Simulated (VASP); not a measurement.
# Al (P6_3/mmc) in VASP: a series of runs

Al is run at these levels: PBEsol; tasks: single point, relaxation of cell and atoms.

Program: VASP 6.6.1. These are calculated values, not measurements. Logs are shortened: lines on timing, memory, paths and dates and some standing lists are left out, and cuts for length are marked.

### 1 The cell of the first run

Symmetry: P6_3/mmc, No. 194, hexagonal system. The conventional cell has a = 2.832 Å, b = 2.832 Å, c = 4.604 Å, α = 90.00°, β = 90.00°, γ = 120.00°. Al (site symmetry -6m2) has 12 Al at 2.82 to 2.83 Å within 3.7 Å.

This isn't the form of Al at room conditions, which is fcc.

### 2 Single point, PBEsol

Input file INCAR:

```
PREC = Accurate
ENCUT = 500
EDIFF = 1E-6
ISMEAR = 0
SIGMA = 0.1
LREAL = False
LASPH = True
NELM = 120
ALGO = Normal
ISIF = 2
LWAVE = False
LCHARG = False
GGA = PS
NBANDS = 10
GGA_COMPAT = False
```

Input file KPOINTS:

```
Automatic mesh
0
Gamma
  18 18 10
```

Input file POSCAR:

```
Al
1.0
    2.8315682659      0.0000000000      0.0000000000
   -1.4157841330      2.4522100509      0.0000000000
    0.0000000000      0.0000000000      4.6043219024
Al
2
Direct
    0.3333333333      0.6666666667      0.2500000000
    0.6666666667      0.3333333333      0.7500000000
```

Potentials or basis: VASP PAW PBE potentials, release 64 (Al).

Run with:

```sh
> cat potpaw_PBE.64/Al/POTCAR > POTCAR
> mpirun -np 1 vasp_std > vasp.out
```

OUTCAR:

```text
PREC = Accurate
   ENCUT = 500
   EDIFF = 1E-6
   ISMEAR = 0
   LREAL = False
   LASPH = True
   NELM = 120
   ISIF = 2
   GGA = PS

 ion  position               nearest neighbor table
   1  0.333  0.667  0.250-   2 2.82   2 2.82   2 2.82   2 2.82   2 2.82   2 2.82
   2  0.667  0.333  0.750-   1 2.82   1 2.82   1 2.82   1 2.82   1 2.82   1 2.82

  LATTYP: Found a hexagonal cell.
 ALAT       =     2.8315682659
 C/A-ratio  =     1.6260677724

  Lattice vectors:

 A1 = (   2.8315682659,   0.0000000000,   0.0000000000)
 A2 = (  -1.4157841330,   2.4522100509,   0.0000000000)
 A3 = (   0.0000000000,   0.0000000000,   4.6043219024)

Analysis of symmetry for initial positions (statically):
=====================================================================
 Subroutine PRICEL returns:
 Original cell was already a primitive cell.

 Routine SETGRP: Setting up the symmetry group for a
 hexagonal supercell.

 Subroutine GETGRP returns: Found 24 space group operations
 (whereof 12 operations were pure point group operations)
 out of a pool of 24 trial point group operations.

The static configuration has the point symmetry D_3d.
 The point group associated with its full space group is D_6h.

Analysis of symmetry for dynamics (positions and initial velocities):
=====================================================================
 Subroutine PRICEL returns:
 Original cell was already a primitive cell.

 Routine SETGRP: Setting up the symmetry group for a
 hexagonal supercell.

 Subroutine GETGRP returns: Found 24 space group operations
 (whereof 12 operations were pure point group operations)
 out of a pool of 24 trial point group operations.

The dynamic configuration has the point symmetry D_3d.
 The point group associated with its full space group is D_6h.

 Subroutine INISYM returns: Found 24 space group operations
 (whereof 12 operations are pure point group operations),
 and found     1 'primitive' translations

----------------------------------------------------------------------------------------

                                     Primitive cell

  volume of cell :      31.9706

  direct lattice vectors                    reciprocal lattice vectors
     2.831568266  0.000000000  0.000000000     0.353161184  0.203897704  0.000000000
    -1.415784133  2.452210051  0.000000000     0.000000000  0.407795409  0.000000000
     0.000000000  0.000000000  4.604321902     0.000000000  0.000000000  0.217187247

  length of vectors
     2.831568266  2.831568266  4.604321902     0.407795409  0.407795409  0.217187247

  position of ions in fractional coordinates (direct lattice)
     0.333333333  0.666666667  0.250000000
     0.666666667  0.333333333  0.750000000

  ion indices of the primitive-cell ions
   primitive index   ion index
                 1           1
                 2           2

----------------------------------------------------------------------------------------

 KPOINTS: Automatic mesh

Automatic generation of k-mesh.
 Grid dimensions read from file:
 generate k-points for:   18   18   10

 Generating k-lattice:

  Cartesian coordinates                     Fractional coordinates (reciprocal lattice)
     0.019620066  0.011327650  0.000000000     0.055555556  0.000000000  0.000000000
     0.000000000  0.022655300  0.000000000     0.000000000  0.055555556  0.000000000
     0.000000000  0.000000000  0.021718725     0.000000000  0.000000000  0.100000000

  Length of vectors
     0.022655300  0.022655300  0.021718725

  Shift w.r.t. Gamma in fractional coordinates (k-lattice)
     0.000000000  0.000000000  0.000000000

 Subroutine IBZKPT returns following result:
 ===========================================

 Found    222 irreducible k-points:

 Following reciprocal coordinates:
            Coordinates               Weight
  0.000000  0.000000  0.000000      1.000000
  0.055556 -0.000000  0.000000      6.000000
  0.111111 -0.000000  0.000000      6.000000
  0.166667  0.000000  0.000000      6.000000
  0.222222 -0.000000  0.000000      6.000000
  0.277778 -0.000000  0.000000      6.000000
[... 16 lines left out ...]
  0.333333  0.111111  0.000000     12.000000
  0.388889  0.111111  0.000000     12.000000
 [... further k-points ...]
   k-points           NKPTS =    222   k-points in BZ     NKDIM =    222   number of bands    NBANDS=     10
   number of dos      NEDOS =    301   number of ions     NIONS =      2
   total plane-waves  NPLWV =  20736
   dimension x,y,z NGX =    24 NGY =   24 NGZ =   36
   dimension x,y,z NGXF=    48 NGYF=   48 NGZF=   72
   ions per type =               2
   NGX,Y,Z   is equivalent  to a cutoff of  14.09, 14.09, 13.00 a.u.
   NGXF,Y,Z  is equivalent  to a cutoff of  28.18, 28.18, 26.00 a.u.
 SYSTEM =  unknown system
   PREC   = accura    normal or accurate (medium, high low for compatibility)
   ISTART =      0    job   : 0-new  1-cont  2-samecut
   ICHARG =      2    charge: 1-file 2-atom 10-const
   ISPIN  =      1    spin polarized calculation?
   LNONCOLLINEAR =      F non collinear calculations
   LSORBIT =      F    spin-orbit coupling
   LASPH  =      T    aspherical Exc in radial PAW
   ENCUT  =  500.0 eV  36.75 Ry    6.06 a.u.   5.16  5.16  8.39*2*pi/ulx,y,z
   NELM   =    120;   NELMIN=  2; NELMDL= -5     # of ELM steps
   EDIFF  = 0.1E-05   stopping-criterion for ELM
   LREAL  =      F    real-space projection
   EDIFFG = 0.1E-04   stopping-criterion for IOM
   NSW    =      0    number of steps for IOM
   IBRION =     -1    ionic relax: 0-MD 1-quasi-New 2-CG
   NFREE  =      0    steps in history (QN), initial steepest desc. (CG)
   ISIF   =      2    stress and relaxation
   ISYM   =      2    0-nonsym 1-usesym 2-fastsym
   POTIM  = 0.5000    time-step for ionic-motion
   TEBEG  =    0.0;   TEEND  =   0.0 temperature during run
   PSTRESS=    0.0 pullay stress
   NELECT =       6.0000    total number of electrons
   NUPDOWN=      -1.0000    fix difference up-down
   EMIN   =  10.00;   EMAX   =-10.00  energy-range for DOS
   EFERMI =   0.00;   METHOD = LEGACY
   ISMEAR =     0;   SIGMA  =   0.10  broadening in eV -4-tet -1-fermi 0-gaus
   EFERMI_NEDOS =   21; number of points for ismear=-14 and -15
   IALGO  =     38    algorithm
   IMIX   =      4    mixing-type and parameters
     AMIX     =   0.40;   BMIX     =  1.00
     AMIX_MAG =   1.60;   BMIX_MAG =  1.00
  volume/ion in A,a.u.               =      15.99       107.87
  Fermi-wavevector in a.u.,A,eV,Ry     =   0.937292  1.771226 11.952951  0.878517
  Thomas-Fermi vector in A             =   2.064389
   LORBIT       =      0    0 simple, 1 ext, 2 COOP (PROOUT), +10 PAW based schemes
   GGA     = PS    functional components
   LHFCALC =     F    Hartree Fock is set to
   AEXX    =    0.0000 exact exchange contribution
   IVDW    =     0    specifies the selected vdW correction
   LEPSILON=     F    determine dielectric tensor
   LRPA    =     F    only Hartree local field effects (RPA)
 non-spin polarized calculation
 Gauss-broadening in eV      SIGMA  =   0.10
  energy-cutoff  :      500.00
  volume of cell :       31.97
 maximum number of plane-waves:       826
 NGX is ok and might be reduce to    24
   NGX = 11   NGY = 11   NGZ = 17

 number of electron       6.0000000 magnetization

 Free energy of the ion-electron system (eV)
  ---------------------------------------------------
  ext. energy  EPLUGINS =         0.00000000
  ---------------------------------------------------
  free energy    TOTEN  =        -8.11259209 eV

  energy without entropy =       -8.10742176  energy(sigma->0) =       -8.11000692

 E-fermi :   8.2915     XC(G=0): -10.3742

 val. band max:        8.2885203763   @ k =   0.0000   0.0000   0.3000
 cond. band min:       8.3262463618   @ k =   0.2778   0.0556   0.2000
 fundamental gap:      0.0377259855
 Fermi energy:         8.2915399972

 k-point     1 :       0.0000    0.0000    0.0000
  band No.  band energies     occupation
      1      -3.0692      2.00000
      2       3.5898      2.00000
      3       3.9122      2.00000
      4      19.0306      0.00000
      5      19.0306      0.00000
      6      19.3661      0.00000
      7      19.3661      0.00000
      8      20.5775      0.00000
      9      22.5423      0.00000
     10      23.1224      0.00000

 k-point     2 :       0.0556   -0.0000    0.0000
  band No.  band energies     occupation
      1      -2.9933      2.00000
      2       3.6600      2.00000
      3       3.9861      2.00000
      4      17.4307      0.00000
      5      18.0841      0.00000
      6      19.2647      0.00000
      7      20.4398      0.00000
      8      21.2661      0.00000
      9      22.8823      0.00000
     10      23.1149      0.00000

 k-point     3 :       0.1111   -0.0000    0.0000
  band No.  band energies     occupation
      1      -2.7658      2.00000
      2       3.8706      2.00000
      3       4.2071      2.00000
      4      15.3387      0.00000
      5      17.1185      0.00000
      6      18.4731      0.00000
      7      21.1761      0.00000
      8      21.2903      0.00000
      9      21.7595      0.00000
     10      22.4546      0.00000

 k-point     4 :       0.1667    0.0000    0.0000
  band No.  band energies     occupation
      1      -2.3876      2.00000
      2       4.2216      2.00000
      3       4.5718      2.00000
      4      13.2633      0.00000
      5      16.2800      0.00000
      6      17.5391      0.00000
      7      19.3194      0.00000
      8      19.7530      0.00000
      9      22.0038      0.00000
     10      22.3627      0.00000
[... 222 lines left out ...]
 k-point    22 :       0.2778    0.1111    0.0000
  band No.  band energies     occupation
      1      -0.1405      2.00000
      2       6.3248      2.00000
      3       6.4851      2.00000
      4       8.0624      1.99881
      5      11.5350      0.00000
      6      13.9542      0.00000
      7      14.6409      0.00000
      8      17.9308      0.00000
      9      18.2137      0.00000
     10      19.3301      0.00000

 k-point    23 :       0.3333    0.1111    0.0000
  band No.  band energies     occupation
      1       0.8210      2.00000
      2       5.8983      2.00000
      3       7.2304      2.00000
      4       7.9098      2.00000
      5      11.0939      0.00000
      6      12.3672      0.00000
      7      13.2550      0.00000
      8      17.5540      0.00000
      9      17.9081      0.00000
     10      19.0114      0.00000

 k-point    24 :       0.3889    0.1111    0.0000
  band No.  band energies     occupation
      1       1.9201      2.00000
      2       4.5065      2.00000
      3       8.2545      1.40000
      4       8.7849      0.00000
      5      10.5903      0.00000
      6      10.9297      0.00000
      7      12.2095      0.00000
      8      17.3304      0.00000
      9      17.7234      0.00000
     10      18.8170      0.00000

 [... further k-points ...]

------------------------ aborting loop because EDIFF is reached ----------------------------------------

  FORCE on cell =-STRESS in cart. coord.  units (eV):
  Direction    XX          YY          ZZ          XY          YZ          ZX
  --------------------------------------------------------------------------------------
  -------------------------------------------------------------------------------------
  Total        0.3449971      0.3449971      0.3467710     -0.0000000     -0.0000000      0.0000000
  in kB       17.2892298     17.2892298     17.3781256     -0.0000000     -0.0000000      0.0000000
  external PRESSURE =      17.3188617 kB  Pullay stress =       0.0000000 kB

 VOLUME and BASIS-vectors are now :
 -----------------------------------------------------------------------------
  energy-cutoff  :      500.00
  volume of cell :       31.97
      direct lattice vectors                 reciprocal lattice vectors
     2.831568266  0.000000000  0.000000000     0.353161184  0.203897704  0.000000000
    -1.415784133  2.452210051  0.000000000     0.000000000  0.407795409  0.000000000
     0.000000000  0.000000000  4.604321902     0.000000000  0.000000000  0.217187247

 POSITION                                       TOTAL-FORCE (eV/Angst)
 -----------------------------------------------------------------------------------
     -0.00000      1.63481      1.15108         0.000000      0.000000      0.000000
      1.41578      0.81740      3.45324        -0.000000     -0.000000      0.000000
 -----------------------------------------------------------------------------------
    total drift:                               -0.000000      0.000000     -0.000000

  FREE ENERGIE OF THE ION-ELECTRON SYSTEM (eV)
  ---------------------------------------------------
  free  energy   TOTEN  =        -8.1125920892 eV

  energy  without entropy=       -8.1074217582  energy(sigma->0) =       -8.11000692
```

Wall time 34 s (1 thread of Intel Xeon 8259CL, shared host); peak memory 0.18 GiB.

Results:

```
Free energy            : -8.1126 eV
Pressure               : 1.7 GPa
Band gap on the k mesh : zero (bands 3 and 4 overlap by 7.51 eV)
```

Levels at points of the mesh, in eV from the Fermi level:
```csv
k point,band 1,band 2,band 3,band 4,band 5,band 6,band 7,band 8
"(0.00, 0.00, 0.00)",-11.36,-4.70,-4.38,10.74,10.74,11.07,11.07,12.29
"(0.50, 0.00, 0.00)",-5.43,-5.27,0.60,1.22,1.45,1.86,5.67,7.47
"(0.00, 0.00, 0.50)",-9.63,-9.63,3.58,3.58,11.94,11.94,11.94,11.94
"(0.50, 0.00, 0.50)",-4.03,-4.03,-3.27,-3.27,7.15,7.15,7.65,7.65
```

Caveat: the PAW data sets were made with another functional, which shifts forces and pressure a little.

(Part 1 of 2 ends here.)

The gap in the log of VASP goes by the Fermi energy; the results here count the filled bands.